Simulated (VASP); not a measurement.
# La2CuSi3 (P-6m2) in VASP: single point with LDA

Aim: the single point of La2CuSi3 with LDA.

Program: VASP 6.6.1. These are calculated values, not measurements. Logs are shortened: lines on timing, memory, paths and dates and some standing lists are left out, and cuts for length are marked.

### 1 The cell of the first run

Symmetry: P-6m2, No. 187, hexagonal system. Conventional cell: a = 4.130 Å, b = 4.130 Å, c = 8.698 Å, α = 90.00°, β = 90.00°, γ = 120.00°. La (site symmetry 3m) has 3 Cu at 3.21 Å and 9 Si at 3.21 to 3.25 Å and 6 La at 4.13 Å within 4.2 Å. Within 3.2 Å of Si (site symmetry -6m2) lie 3 Si at 2.38 Å. Within 3.2 Å of Si (site symmetry -6m2) lie 3 Cu at 2.38 Å. Si (site symmetry -6m2) has 3 Si at 2.38 Å within 3.2 Å. Cu (site symmetry -6m2) has 3 Si at 2.38 Å within 3.2 Å.

### 2 Single point, LDA

Input file INCAR:

```
SYSTEM = La2CuSi3
  PREC = Accurate
  ENCUT = 520
  EDIFF = 1E-6
  ISMEAR = 0
  SIGMA = 0.1
  LREAL = .False.
  LASPH = .True.
  NELM = 80
  ALGO = Normal
  ISIF = 2
  LWAVE = .False.
  LCHARG = .True.
  GGA = CA
  LELF = .True.
  LVHAR = .True.
  NBANDS = 32
```

Input file KPOINTS:

```
Automatic mesh
0
Gamma
  7 7 3
  0 0 0
```

Input file POSCAR:

```
La2CuSi3
1.0
    4.1303427900      0.0000000000      0.0000000000
   -2.0651714000      3.5769817900      0.0000000000
    0.0000000000      0.0000000000      8.6984348700
La Si Cu
2 3 1
Direct
    0.3333333333      0.6666666667      0.2462391900
    0.3333333333      0.6666666667      0.7537608100
    0.6666666667      0.3333333333      0.5000000000
    0.0000000000      0.0000000000      0.0000000000
    0.0000000000      0.0000000000      0.5000000000
    0.6666666667      0.3333333333      0.0000000000
```

Potentials or basis: VASP PAW LDA potentials, release 64 (La, Si, Cu).

Started as:

```bash
$ cat potpaw_LDA.64/La/POTCAR potpaw_LDA.64/Si/POTCAR potpaw_LDA.64/Cu/POTCAR > POTCAR
$ mpirun -np 1 vasp_std > vasp.out
```

OUTCAR:

```text
SYSTEM = La2CuSi3
   PREC = Accurate
   ENCUT = 520
   EDIFF = 1E-6
   ISMEAR = 0
   LREAL = .False.
   LASPH = .True.
   NELM = 80
   ISIF = 2
   GGA = CA

 ion  position               nearest neighbor table
   1  0.333  0.667  0.246-   6 3.21   4 3.21   4 3.21   6 3.21   6 3.21   4 3.21   3 3.25   5 3.25
                             5 3.25   3 3.25   3 3.25   5 3.25
   2  0.333  0.667  0.754-   6 3.21   4 3.21   4 3.21   6 3.21   6 3.21   4 3.21   3 3.25   5 3.25
                             5 3.25   3 3.25   3 3.25   5 3.25
   3  0.667  0.333  0.500-   5 2.38   5 2.38   5 2.38   2 3.25   1 3.25   1 3.25   2 3.25   2 3.25
                             1 3.25
   4  0.000  0.000  0.000-   6 2.38   6 2.38   6 2.38   1 3.21   2 3.21   1 3.21   2 3.21   1 3.21
                             2 3.21
   5  0.000  0.000  0.500-   3 2.38   3 2.38   3 2.38   1 3.25   2 3.25   1 3.25   2 3.25   1 3.25
                             2 3.25
   6  0.667  0.333  0.000-   4 2.38   4 2.38   4 2.38   2 3.21   1 3.21   1 3.21   2 3.21   2 3.21
                             1 3.21

  LATTYP: Found a hexagonal cell.
 ALAT       =     4.1303427900
 C/A-ratio  =     2.1059837675

  Lattice vectors:

 A1 = (   4.1303427900,   0.0000000000,   0.0000000000)
 A2 = (  -2.0651714000,   3.5769817900,   0.0000000000)
 A3 = (   0.0000000000,   0.0000000000,   8.6984348700)

Analysis of symmetry for initial positions (statically):
=====================================================================
 Subroutine PRICEL returns:
 Original cell was already a primitive cell.

 Routine SETGRP: Setting up the symmetry group for a
 hexagonal supercell.

 Subroutine GETGRP returns: Found 12 space group operations
 (whereof 12 operations were pure point group operations)
 out of a pool of 24 trial point group operations.

The static configuration has the point symmetry D_3h.

Analysis of symmetry for dynamics (positions and initial velocities):
=====================================================================
 Subroutine PRICEL returns:
 Original cell was already a primitive cell.

 Routine SETGRP: Setting up the symmetry group for a
 hexagonal supercell.

 Subroutine GETGRP returns: Found 12 space group operations
 (whereof 12 operations were pure point group operations)
 out of a pool of 24 trial point group operations.

The dynamic configuration has the point symmetry D_3h.

 Subroutine INISYM returns: Found 12 space group operations
 (whereof 12 operations are pure point group operations),
 and found     1 'primitive' translations

----------------------------------------------------------------------------------------

                                     Primitive cell

  volume of cell :     128.5121

  direct lattice vectors                    reciprocal lattice vectors
     4.130342790  0.000000000  0.000000000     0.242110655  0.139782652  0.000000000
    -2.065171400  3.576981790  0.000000000     0.000000000  0.279565304  0.000000000
     0.000000000  0.000000000  8.698434870     0.000000000  0.000000000  0.114963211

  length of vectors
     4.130342790  4.130342799  8.698434870     0.279565304  0.279565304  0.114963211

  position of ions in fractional coordinates (direct lattice)
     0.333333333  0.666666667  0.246239190
     0.333333333  0.666666667  0.753760810
     0.666666667  0.333333333  0.500000000
     0.000000000  0.000000000  0.000000000
     0.000000000  0.000000000  0.500000000
     0.666666667  0.333333333  0.000000000

  ion indices of the primitive-cell ions
   primitive index   ion index
                 1           1
                 2           2
                 3           3
                 4           4
                 5           5
                 6           6

----------------------------------------------------------------------------------------

 KPOINTS: Automatic mesh

Automatic generation of k-mesh.
 Grid dimensions read from file:
 generate k-points for:    7    7    3

 Generating k-lattice:

  Cartesian coordinates                     Fractional coordinates (reciprocal lattice)
     0.034587236  0.019968950  0.000000000     0.142857143  0.000000000  0.000000000
     0.000000000  0.039937901  0.000000000     0.000000000  0.142857143  0.000000000
     0.000000000  0.000000000  0.038321070     0.000000000  0.000000000  0.333333333

  Length of vectors
     0.039937901  0.039937901  0.038321070

  Shift w.r.t. Gamma in fractional coordinates (k-lattice)
     0.000000000  0.000000000  0.000000000

 Subroutine IBZKPT returns following result:
 ===========================================

 Found     16 irreducible k-points:

 Following reciprocal coordinates:
            Coordinates               Weight
  0.000000  0.000000  0.000000      1.000000
  0.142857  0.000000  0.000000      6.000000
  0.285714  0.000000  0.000000      6.000000
  0.428571 -0.000000  0.000000      6.000000
  0.142857  0.142857  0.000000      6.000000
  0.285714  0.142857  0.000000     12.000000
[... 8 lines left out ...]
  0.428571  0.142857  0.333333     12.000000
  0.285714  0.285714  0.333333     12.000000
   k-points           NKPTS =     16   k-points in BZ     NKDIM =     16   number of bands    NBANDS=     32
   number of dos      NEDOS =    301   number of ions     NIONS =      6
   total plane-waves  NPLWV =  71680
   dimension x,y,z NGX =    32 NGY =   32 NGZ =   70
   dimension x,y,z NGXF=    64 NGYF=   64 NGZF=  140
   ions per type =               2   3   1
   NGX,Y,Z   is equivalent  to a cutoff of  12.88, 12.88, 13.38 a.u.
   NGXF,Y,Z  is equivalent  to a cutoff of  25.76, 25.76, 26.76 a.u.
 SYSTEM =  La2CuSi3
   PREC   = accura    normal or accurate (medium, high low for compatibility)
   ISTART =      0    job   : 0-new  1-cont  2-samecut
   ICHARG =      2    charge: 1-file 2-atom 10-const
   ISPIN  =      1    spin polarized calculation?
   LNONCOLLINEAR =      F non collinear calculations
   LSORBIT =      F    spin-orbit coupling
   LASPH  =      T    aspherical Exc in radial PAW
   ENCUT  =  520.0 eV  38.22 Ry    6.18 a.u.   7.68  7.68 16.17*2*pi/ulx,y,z
   NELM   =     80;   NELMIN=  2; NELMDL= -5     # of ELM steps
   EDIFF  = 0.1E-05   stopping-criterion for ELM
   LREAL  =      F    real-space projection
   EDIFFG = 0.1E-04   stopping-criterion for IOM
   NSW    =      0    number of steps for IOM
   IBRION =     -1    ionic relax: 0-MD 1-quasi-New 2-CG
   NFREE  =      0    steps in history (QN), initial steepest desc. (CG)
   ISIF   =      2    stress and relaxation
   ISYM   =      2    0-nonsym 1-usesym 2-fastsym
   POTIM  = 0.5000    time-step for ionic-motion
   TEBEG  =    0.0;   TEEND  =   0.0 temperature during run
   PSTRESS=    0.0 pullay stress
   NELECT =      45.0000    total number of electrons
   NUPDOWN=      -1.0000    fix difference up-down
   EMIN   =  10.00;   EMAX   =-10.00  energy-range for DOS
   EFERMI =   0.00;   METHOD = LEGACY
   ISMEAR =     0;   SIGMA  =   0.10  broadening in eV -4-tet -1-fermi 0-gaus
   EFERMI_NEDOS =   21; number of points for ismear=-14 and -15
   IALGO  =     38    algorithm
   IMIX   =      4    mixing-type and parameters
     AMIX     =   0.40;   BMIX     =  1.00
     AMIX_MAG =   1.60;   BMIX_MAG =  1.00
  volume/ion in A,a.u.               =      21.42       144.54
  Fermi-wavevector in a.u.,A,eV,Ry     =   1.153890  2.180536 18.115638  1.331462
  Thomas-Fermi vector in A             =   2.290530
   LORBIT       =      0    0 simple, 1 ext, 2 COOP (PROOUT), +10 PAW based schemes
   GGA     = CA    functional components
   LHFCALC =     F    Hartree Fock is set to
   AEXX    =    0.0000 exact exchange contribution
   IVDW    =     0    specifies the selected vdW correction
   LEPSILON=     F    determine dielectric tensor
   LRPA    =     F    only Hartree local field effects (RPA)
 non-spin polarized calculation
 Gauss-broadening in eV      SIGMA  =   0.10
  energy-cutoff  :      520.00
  volume of cell :      128.51
 maximum number of plane-waves:      3500
 NGX is ok and might be reduce to    32
   NGX = 15   NGY = 15   NGZ = 33

 number of electron      45.0000016 magnetization

 Free energy of the ion-electron system (eV)
  ---------------------------------------------------
  ext. energy  EPLUGINS =         0.00000000
  ---------------------------------------------------
  free energy    TOTEN  =       -37.84463215 eV

  energy without entropy =      -37.83377956  energy(sigma->0) =      -37.83920586

 E-fermi :   7.9428     XC(G=0): -10.6123

 val. band max:        7.9105435852   @ k =   0.1429   0.0000   0.0000
 cond. band min:       8.0545003845   @ k =   0.1429   0.0000   0.3333
 fundamental gap:      0.1439567993
 Fermi energy:         7.9427640524

 k-point     1 :       0.0000    0.0000    0.0000
  band No.  band energies     occupation
      1     -24.1154      2.00000
      2     -24.0999      2.00000
      3      -8.3876      2.00000
      4      -7.9260      2.00000
      5      -7.6666      2.00000
      6      -7.6666      2.00000
[... 24 lines left out ...]
     31      10.1014      0.00000
     32      10.1755      0.00000

 k-point     2 :       0.1429    0.0000    0.0000
  band No.  band energies     occupation
      1     -24.1067      2.00000
      2     -24.0916      2.00000
      3      -8.3404      2.00000
      4      -7.9070      2.00000
      5      -7.7948      2.00000
      6      -7.7436      2.00000
[... 24 lines left out ...]
     31      10.1646      0.00000
     32      10.2694      0.00000
[... 453 lines left out ...]
     31      10.3606      0.00000
     32      10.3975      0.00000

 k-point    16 :       0.2857    0.2857    0.3333
  band No.  band energies     occupation
      1     -24.0615      2.00000
      2     -24.0548      2.00000
      3      -8.1423      2.00000
      4      -8.0935      2.00000
      5      -8.0309      2.00000
      6      -7.9820      2.00000
[... 24 lines left out ...]
     31      10.3683      0.00000
     32      10.4059      0.00000

------------------------ aborting loop because EDIFF is reached ----------------------------------------

  FORCE on cell =-STRESS in cart. coord.  units (eV):
  Direction    XX          YY          ZZ          XY          YZ          ZX
  --------------------------------------------------------------------------------------
  -------------------------------------------------------------------------------------
  Total       -3.7662162     -3.7662162     -3.6929217      0.0000000      0.0000000      0.0000000
  in kB      -46.9539230    -46.9539232    -46.0401512      0.0000001      0.0000000      0.0000000
  external PRESSURE =     -46.6493324 kB  Pullay stress =       0.0000000 kB

 VOLUME and BASIS-vectors are now :
 -----------------------------------------------------------------------------
  energy-cutoff  :      520.00
  volume of cell :      128.51
      direct lattice vectors                 reciprocal lattice vectors
     4.130342790  0.000000000  0.000000000     0.242110655  0.139782652  0.000000000
    -2.065171400  3.576981790  0.000000000     0.000000000  0.279565304  0.000000000
     0.000000000  0.000000000  8.698434870     0.000000000  0.000000000  0.114963211

 POSITION                                       TOTAL-FORCE (eV/Angst)
 -----------------------------------------------------------------------------------
     -0.00000      2.38465      2.14190         0.000000     -0.000000      0.078199
     -0.00000      2.38465      6.55654         0.000000     -0.000000     -0.078199
      2.06517      1.19233      4.34922         0.000000      0.000000      0.000000
      0.00000      0.00000      0.00000        -0.000000      0.000000      0.000000
      0.00000      0.00000      4.34922         0.000000      0.000000      0.000000
      2.06517      1.19233      0.00000         0.000000     -0.000000      0.000000
 -----------------------------------------------------------------------------------
    total drift:                                0.000000     -0.000000     -0.000000

  FREE ENERGIE OF THE ION-ELECTRON SYSTEM (eV)
  ---------------------------------------------------
  free  energy   TOTEN  =       -37.8446321528 eV

  energy  without entropy=      -37.8337795602  energy(sigma->0) =      -37.83920586
```

Run time: 2.9 min. Hardware: 1 thread of Intel Xeon 8259CL, shared host; peak memory 0.26 GiB.

Results:

* Free energy: -37.8446 eV
* Pressure: -4.7 GPa
* Largest force: 0.078 eV/Å

Forces in eV/Å, atoms in the order of the input:
```
La   0.000  0.000  0.078
La   0.000  0.000 -0.078
Si   0.000  0.000  0.000
Si   0.000  0.000  0.000
Si   0.000  0.000  0.000
Cu   0.000  0.000  0.000
```

Stress tensor (GPa, compression positive):
```
-4.70  0.00  0.00
 0.00 -4.70  0.00
 0.00  0.00 -4.60
```

Levels at points of the mesh, in eV from the Fermi level:
```tsv
k point	band 20	band 21	band 22	band 23	band 24	band 25	band 26	band 27
(0.00, 0.00, 0.00)	-0.73	-0.38	0.15	0.15	0.61	0.61	1.54	1.54
```

Caveat: spin-orbit coupling is left out, which moves the levels of the heavy elements.
